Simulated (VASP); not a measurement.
Wanted: the native input for a VASP 6.6.1 run.

| Quantity | Value |
| --- | --- |
| Task | single point |
| Functional | PBEsol |
| Potentials or basis | VASP PAW PBE potentials, release 64 (Cd, As, Ge_d) |
| Cutoff | 520 eV |
| k mesh | 6 × 6 × 6 |
| Occupations | fermi-dirac, width 0.05 eV |
| Spin | no spin polarisation |
| Dipole correction | no |
| Further INCAR settings | ALGO = Normal; EDIFF = 1e-07; NBANDS = 46 |

The structure of CdGeAs2 lies in POSCAR:

```
CdGeAs2
1.0
   -2.8649607429      2.8649607429      5.3726169379
    2.8649607429     -2.8649607429      5.3726169379
    2.8649607429      2.8649607429     -5.3726169379
Cd As Ge
2 4 2
Direct
    0.5000000000      0.5000000000      0.0000000000
    0.2500000000      0.7500000000      0.5000000000
    0.1006703764      0.1250000000      0.4756703764
    0.3750000000      0.8993296236      0.0243296236
    0.6493296236      0.6250000000      0.5243296236
    0.8750000000      0.3506703764      0.9756703764
    0.7500000000      0.2500000000      0.5000000000
    0.0000000000      0.0000000000      0.0000000000
```

The input as run:

INCAR

```
  ALGO = Normal
  EDIFF = 1E-7
  ENCUT = 520
  GGA = PS
  ISIF = 2
  ISMEAR = -1
  LASPH = True
  LCHARG = False
  LREAL = False
  LWAVE = False
  NBANDS = 46
  NELM = 100
  PREC = Accurate
  SIGMA = 0.05
```

KPOINTS

```
k-points
0
Gamma
  6 6 6
```

Potentials or basis: VASP PAW PBE potentials, release 64 (Cd, As, Ge_d).

Command:

```bash
$ cat potpaw_PBE.64/Cd/POTCAR potpaw_PBE.64/As/POTCAR potpaw_PBE.64/Ge_d/POTCAR > POTCAR
$ mpirun -np 1 vasp_std > vasp.out
```

Results of the run:

```
Pressure               : 10.5 GPa
Largest force          : 0.020 eV/Å
Band gap on the k mesh : 0.37 eV
```

Caveat: the cell stands under pressure; the PAW data sets were made with another functional, which shifts forces and pressure a little.

Run time: 2.5 min on 1 thread of Intel(R) Xeon(R) 6975P-C (Granite Rapids) (shared host), peak memory 0.47 GiB.
